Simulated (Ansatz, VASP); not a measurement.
## Tl: VASP beside Ansatz

Contents of INCAR:

```
PREC     = Accurate       # precision mode
ENCUT    = 520            # plane-wave cutoff, eV
EDIFF    = 1E-8           # SCF threshold, eV
ISMEAR   = -1             # smearing method
SIGMA    = 0.05           # smearing width, eV
LREAL    = F              # projectors in reciprocal space
LASPH    = T              # aspherical terms in the spheres
NELM     = 100            # most SCF steps
ALGO     = Normal         # electronic algorithm
ISIF     = 2              # what is computed and relaxed
LWAVE    = F              # write WAVECAR
LCHARG   = F              # write CHGCAR
GGA      = PE             # functional
LEFG     = T            
NBANDS   = 12             # bands
```

Contents of KPOINTS:

```
Automatic mesh
0
Gamma
  13 13 13
```

File POSCAR:

```
Tl
1.0
   -1.9080953382      1.9080953382      1.9080953382
    1.9080953382     -1.9080953382      1.9080953382
    1.9080953382      1.9080953382     -1.9080953382
Tl
1
Direct
    0.0000000000      0.0000000000      0.0000000000
```

Input for Ansatz:

```yaml
crystal:
  lattice:
    - [-1.9080953382, 1.9080953382, 1.9080953382]
    - [1.9080953382, -1.9080953382, 1.9080953382]
    - [1.9080953382, 1.9080953382, -1.9080953382]
  atoms:
    - { symbol: Tl, position: [0.0, 0.0, 0.0] }
kpoints:
  mp_grid: { grid: [13, 13, 13] }
scf:
  occupations: { method: fermi_dirac, width: 0.05 }
hamiltonian:
  xc: pbe
  pseudopotentials: { kind: paw }
output:
  forces: true
  stress: true
  eigenvalues: true
  efg: { contact_densities: true }
```

Change from the starting cell: volume scaled by 0.95, PAW files.

Alike in both runs: task electric field gradients; functional PBE; k mesh 13 × 13 × 13; occupations fermi-dirac, width 0.05 eV; no spin polarisation.

|  | VASP | Ansatz |
| --- | --- | --- |
| version | VASP 6.6.1 | Ansatz 0.2.0 |
| potentials or method | VASP PAW PBE potentials, release 64 (Tl_d) | PAW with Ansatz's default frozen-core files, scalar-relativistic |
| plane-wave cutoff (eV) | 520 | 420 |
| valence electrons in the cell | 13 | 13 |

VASP gave:

```
pressure (GPa) : 4.4
```

What did Ansatz give for the same quantities?

Pressure (GPa): 4.5.

With one functional, cell and mesh, what is left measures potentials, basis and numerics.

Neither program's run includes spin-orbit coupling.
